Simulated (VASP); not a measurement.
# Sn (Fd-3m) in VASP: settings compared

Sn is run at these levels: PBE+D3(BJ), PBE-based screened hybrid; tasks: single point.

All numbers are computed with VASP 6.6.1; they aren't measurements. Logs are shortened: lines on timing, memory, paths and dates and some standing lists are left out, and cuts for length are marked.

### 1 The cell of the first run

The structure is cubic, space group Fd-3m (No. 227). The conventional cell has a = 6.467 Å, b = 6.467 Å, c = 6.467 Å, α = 90.00°, β = 90.00°, γ = 90.00°. Sn (site symmetry -43m) has 4 Sn at 2.80 Å within 3.7 Å.

### 2 Single point, PBE+D3(BJ), non-collinear spin, typed start, spin-orbit coupling

File INCAR:

```
PREC     = Accurate       # precision mode
ENCUT    = 520            # plane-wave cutoff, eV
EDIFF    = 1E-6           # SCF threshold, eV
ISMEAR   = -1             # smearing method
SIGMA    = 0.05           # smearing width, eV
LREAL    = F              # projectors in reciprocal space
LASPH    = T              # aspherical terms in the spheres
NELM     = 150            # most SCF steps
ALGO     = Normal         # electronic algorithm
ISIF     = 2              # what is computed and relaxed
LWAVE    = F              # write WAVECAR
LCHARG   = F              # write CHGCAR
MAGMOM   = 0 0 0.5 0 0 0.5 # initial moments
LORBIT   = 11             # projections on sites
LSORBIT  = T              # spin-orbit coupling
GGA_COMPAT= F            
LORBMOM  = T            
GGA      = PE             # functional
IVDW     = 12             # dispersion correction
NBANDS   = 40             # bands
```

File KPOINTS:

```
regular mesh
0
Gamma
  5 5 5
```

File POSCAR:

```
Sn
1.0
    0.0000000000      3.2333428000      3.2333428000
    3.2333428000      0.0000000000      3.2333428000
    3.2333428000      3.2333428000      0.0000000000
Sn
2
Direct
    0.7500000000      0.7500000000      0.7500000000
    0.5000000000      0.5000000000      0.5000000000
```

Potentials or basis: VASP PAW PBE potentials, release 64 (Sn_d).

Started as:

```console
$ cat potpaw_PBE.64/Sn_d/POTCAR > POTCAR
$ mpirun -np 1 vasp_ncl > vasp.out
```

OUTCAR:

```text
PREC = Accurate
   ENCUT = 520
   EDIFF = 1E-6
   ISMEAR = -1
   LREAL = F
   LASPH = T
   NELM = 150
   ISIF = 2
   LORBIT = 11
   LSORBIT = T
   GGA = PE
   IVDW = 12
 IVDW          = 12

 ion  position               nearest neighbor table
   1  0.750  0.750  0.750-   2 2.80   2 2.80   2 2.80   2 2.80
   2  0.500  0.500  0.500-   1 2.80   1 2.80   1 2.80   1 2.80

  LATTYP: Found a face centered cubic cell.
 ALAT       =     6.4666856000

  Lattice vectors:

 A1 = (   0.0000000000,   3.2333428000,   3.2333428000)
 A2 = (   3.2333428000,   0.0000000000,   3.2333428000)
 A3 = (   3.2333428000,   3.2333428000,   0.0000000000)

Analysis of symmetry for initial positions (statically):
=====================================================================
 Subroutine PRICEL returns:
 Original cell was already a primitive cell.

 Routine SETGRP: Setting up the symmetry group for a
 face centered cubic supercell.

 Subroutine GETGRP returns: Found 48 space group operations
 (whereof 24 operations were pure point group operations)
 out of a pool of 48 trial point group operations.

The static configuration has the point symmetry T_d .
 The point group associated with its full space group is O_h .

Analysis of symmetry for dynamics (positions and initial velocities):
=====================================================================
 Subroutine PRICEL returns:
 Original cell was already a primitive cell.

 Routine SETGRP: Setting up the symmetry group for a
 face centered cubic supercell.

 Subroutine GETGRP returns: Found 48 space group operations
 (whereof 24 operations were pure point group operations)
 out of a pool of 48 trial point group operations.

The dynamic configuration has the point symmetry T_d .
 The point group associated with its full space group is O_h .

Analysis of structural, dynamic, and magnetic symmetry:
=====================================================================
 Subroutine PRICEL returns:
 Original cell was already a primitive cell.

 Routine SETGRP: Setting up the symmetry group for a
 face centered cubic supercell.

 Subroutine GETGRP returns: Found  8 space group operations
 (whereof  4 operations were pure point group operations)
 out of a pool of 48 trial point group operations.

The overall configuration has the point symmetry S_4 .
 The point group associated with its full space group is C_4h.

 Subroutine INISYM returns: Found  8 space group operations
 (whereof  4 operations are pure point group operations),
 and found     1 'primitive' translations

----------------------------------------------------------------------------------------

                                     Primitive cell

  volume of cell :      67.6060

  direct lattice vectors                    reciprocal lattice vectors
     0.000000000  3.233342800  3.233342800    -0.154638723  0.154638723  0.154638723
     3.233342800  0.000000000  3.233342800     0.154638723 -0.154638723  0.154638723
     3.233342800  3.233342800  0.000000000     0.154638723  0.154638723 -0.154638723

  length of vectors
     4.572637240  4.572637240  4.572637240     0.267842124  0.267842124  0.267842124

  position of ions in fractional coordinates (direct lattice)
     0.750000000  0.750000000  0.750000000
     0.500000000  0.500000000  0.500000000

  ion indices of the primitive-cell ions
   primitive index   ion index
                 1           1
                 2           2

----------------------------------------------------------------------------------------

 KPOINTS: regular mesh

Automatic generation of k-mesh.
 Grid dimensions read from file:
 generate k-points for:    5    5    5

 Generating k-lattice:

  Cartesian coordinates                     Fractional coordinates (reciprocal lattice)
    -0.030927745  0.030927745  0.030927745     0.200000000  0.000000000  0.000000000
     0.030927745 -0.030927745  0.030927745     0.000000000  0.200000000  0.000000000
     0.030927745  0.030927745 -0.030927745     0.000000000  0.000000000  0.200000000

  Length of vectors
     0.053568425  0.053568425  0.053568425

  Shift w.r.t. Gamma in fractional coordinates (k-lattice)
     0.000000000  0.000000000  0.000000000

 Subroutine IBZKPT returns following result:
 ===========================================

 Found     21 irreducible k-points:

[... 55 lines left out ...]
   EFERMI =   0.00;   METHOD = LEGACY
   ISMEAR =    -1;   SIGMA  =   0.05  broadening in eV -4-tet -1-fermi 0-gaus
   EFERMI_NEDOS =   21; number of points for ismear=-14 and -15
   IALGO  =     38    algorithm
   IMIX   =      4    mixing-type and parameters
     AMIX     =   0.40;   BMIX     =  1.00
     AMIX_MAG =   1.60;   BMIX_MAG =  1.00
  volume/ion in A,a.u.               =      33.80       228.11
  Fermi-wavevector in a.u.,A,eV,Ry     =   1.220298  2.306028 20.260793  1.489126
  Thomas-Fermi vector in A             =   2.355520
   LORBIT       =     11    0 simple, 1 ext, 2 COOP (PROOUT), +10 PAW based schemes
   GGA     = PE    functional components
   LHFCALC =     F    Hartree Fock is set to
   AEXX    =    0.0000 exact exchange contribution
   IVDW    =    12    specifies the selected vdW correction
   LEPSILON=     F    determine dielectric tensor
   LRPA    =     F    only Hartree local field effects (RPA)
  energy-cutoff  :      520.00
  volume of cell :       67.61
 maximum number of plane-waves:      3698
 NGX is ok and might be reduce to    36
   NGX = 17   NGY = 17   NGZ = 17

 number of electron      28.0000008 magnetization       0.0000000     -0.0000000     -0.0002925

 number of electron      28.0000008 magnetization       0.0000000      0.0000000      0.0000110

 number of electron      28.0000008 magnetization      -0.0000000     -0.0000000     -0.0001457

 number of electron      28.0000008 magnetization      -0.0000000      0.0000000      0.0000258

 Free energy of the ion-electron system (eV)
  ---------------------------------------------------
  ext. energy  EPLUGINS =         0.00000000
  ---------------------------------------------------
  free energy    TOTEN  =        -7.66452894 eV

  energy without entropy =       -7.66184159  energy(sigma->0) =       -7.66318527

 E-fermi :   5.7468     XC(G=0):  -8.9068

 val. band max:        5.4796089213   @ k =   0.2000   0.0000   0.0000
 cond. band min:       5.8420536806   @ k =   0.4000   0.0000   0.0000
 fundamental gap:      0.3624447593
 Fermi energy:         5.7467894667

 k-point     1 :       0.0000    0.0000    0.0000
  band No.  band energies     occupation
      1     -16.4134      1.00000
      2     -16.4134      1.00000
      3     -16.4134      1.00000
      4     -16.4134      1.00000
      5     -16.3142      1.00000
      6     -16.3141      1.00000
[... 892 lines left out ...]
     39      14.2958      0.00000
     40      14.2959      0.00000

------------------------ aborting loop because EDIFF is reached ----------------------------------------

 Edisp (eV)   -0.62177

 E8    (eV) :    -0.3013

  FORCE on cell =-STRESS in cart. coord.  units (eV):
  Direction    XX          YY          ZZ          XY          YZ          ZX
  --------------------------------------------------------------------------------------
  -------------------------------------------------------------------------------------
  Total       0.96114     0.96114     0.96117    -0.00000    -0.00000     0.00000
  in kB      22.77781    22.77781    22.77847    -0.00000    -0.00000     0.00000
  external pressure =       22.78 kB  Pullay stress =        0.00 kB

 VOLUME and BASIS-vectors are now :
 -----------------------------------------------------------------------------
  energy-cutoff  :      520.00
  volume of cell :       67.61
      direct lattice vectors                 reciprocal lattice vectors
     0.000000000  3.233342800  3.233342800    -0.154638723  0.154638723  0.154638723
     3.233342800  0.000000000  3.233342800     0.154638723 -0.154638723  0.154638723
     3.233342800  3.233342800  0.000000000     0.154638723  0.154638723 -0.154638723

 POSITION                                       TOTAL-FORCE (eV/Angst)
 -----------------------------------------------------------------------------------
      4.85001      4.85001      4.85001         0.000000     -0.000000      0.000000
      3.23334      3.23334      3.23334         0.000000      0.000000      0.000000
 -----------------------------------------------------------------------------------
    total drift:                                0.000000      0.000000      0.000000

  FREE ENERGIE OF THE ION-ELECTRON SYSTEM (eV)
  ---------------------------------------------------
  free  energy   TOTEN  =        -8.2863033981 eV

  energy  without entropy=       -8.2836160475  energy(sigma->0) =       -8.28495972

 orbital moment (x)

 # of ion     p       d       tot
 ----------------------------------------
  1         0.000  -0.000  -0.000
  2         0.000   0.000   0.000
 ----------------------------------------
            0.000  -0.000  -0.000

 orbital moment (y)

 # of ion     p       d       tot
 ----------------------------------------
  1         0.000   0.000   0.000
  2        -0.000  -0.000  -0.000
 ----------------------------------------
           -0.000  -0.000  -0.000

 orbital moment (z)

 # of ion     p       d       tot
 ----------------------------------------
  1        -0.000  -0.000  -0.000
  2        -0.000  -0.000  -0.000
 ----------------------------------------
           -0.000  -0.000  -0.000

 Spin-Orbit-Coupling matrix elements

 Ion:    1  E_soc:     -0.1148632
 l=   1
     0.0000000    -0.0129091    -0.0129091
    -0.0129091     0.0000000    -0.0129091
    -0.0129091    -0.0129091     0.0000000
 l=   2
     0.0000000    -0.0012414     0.0000000    -0.0012414    -0.0049933
    -0.0012414     0.0000000    -0.0037450    -0.0012414    -0.0012483
     0.0000000    -0.0037450     0.0000000    -0.0037450     0.0000000
    -0.0012414    -0.0012414    -0.0037450     0.0000000    -0.0012483
    -0.0049933    -0.0012483     0.0000000    -0.0012483     0.0000000
 l=   3
     0.0000000     0.0000000     0.0000000     0.0000000     0.0000000     0.0000000     0.0000000
     0.0000000     0.0000000     0.0000000     0.0000000     0.0000000     0.0000000     0.0000000
     0.0000000     0.0000000     0.0000000     0.0000000     0.0000000     0.0000000     0.0000000
     0.0000000     0.0000000     0.0000000     0.0000000     0.0000000     0.0000000     0.0000000
     0.0000000     0.0000000     0.0000000     0.0000000     0.0000000     0.0000000     0.0000000
     0.0000000     0.0000000     0.0000000     0.0000000     0.0000000     0.0000000     0.0000000
     0.0000000     0.0000000     0.0000000     0.0000000     0.0000000     0.0000000     0.0000000

 Ion:    2  E_soc:     -0.1148632
 l=   1
     0.0000000    -0.0129091    -0.0129091
    -0.0129091     0.0000000    -0.0129091
    -0.0129091    -0.0129091     0.0000000
 l=   2
     0.0000000    -0.0012414     0.0000000    -0.0012414    -0.0049933
    -0.0012414     0.0000000    -0.0037450    -0.0012414    -0.0012483
     0.0000000    -0.0037450     0.0000000    -0.0037450     0.0000000
    -0.0012414    -0.0012414    -0.0037450     0.0000000    -0.0012483
    -0.0049933    -0.0012483     0.0000000    -0.0012483     0.0000000
 l=   3
     0.0000000     0.0000000     0.0000000     0.0000000     0.0000000     0.0000000     0.0000000
     0.0000000     0.0000000     0.0000000     0.0000000     0.0000000     0.0000000     0.0000000
     0.0000000     0.0000000     0.0000000     0.0000000     0.0000000     0.0000000     0.0000000
     0.0000000     0.0000000     0.0000000     0.0000000     0.0000000     0.0000000     0.0000000
     0.0000000     0.0000000     0.0000000     0.0000000     0.0000000     0.0000000     0.0000000
     0.0000000     0.0000000     0.0000000     0.0000000     0.0000000     0.0000000     0.0000000
     0.0000000     0.0000000     0.0000000     0.0000000     0.0000000     0.0000000     0.0000000

 total charge

# of ion       s       p       d       tot
------------------------------------------
    1        1.157   1.240   9.970  12.367
    2        1.157   1.240   9.970  12.367
--------------------------------------------------
tot          2.315   2.479  19.940  24.734

 magnetization (x)

# of ion       s       p       d       tot
------------------------------------------
    1        0.000   0.000   0.000   0.000
    2        0.000   0.000   0.000   0.000
--------------------------------------------------
tot          0.000   0.000   0.000   0.000

 magnetization (y)

# of ion       s       p       d       tot
------------------------------------------
    1        0.000   0.000  -0.000  -0.000
    2        0.000   0.000  -0.000  -0.000
--------------------------------------------------
tot          0.000   0.000  -0.000  -0.000

 magnetization (z)

# of ion       s       p       d       tot
------------------------------------------
    1        0.000   0.000   0.000   0.000
    2        0.000   0.000   0.000   0.000
--------------------------------------------------
tot          0.000   0.000   0.000   0.000
```

Run time: 82 s. Hardware: 1 thread of Intel Xeon 6975P-C (Granite Rapids), shared host; peak memory 0.4 GiB.

Results:

- Free energy: -8.2863 eV
- Pressure: 2.3 GPa
- Net moment: 0.00 μB per cell
- Valence electrons inside the program's atomic spheres: Sn 12.37
- Dispersion energy per atom: -0.311 eV

Moments on the atoms (μB; x, y, z):
```
Sn  0.00 0.00 0.00
Sn  0.00 0.00 0.00
```

Caveat: three body term missing.

[end of part 1 of 2]
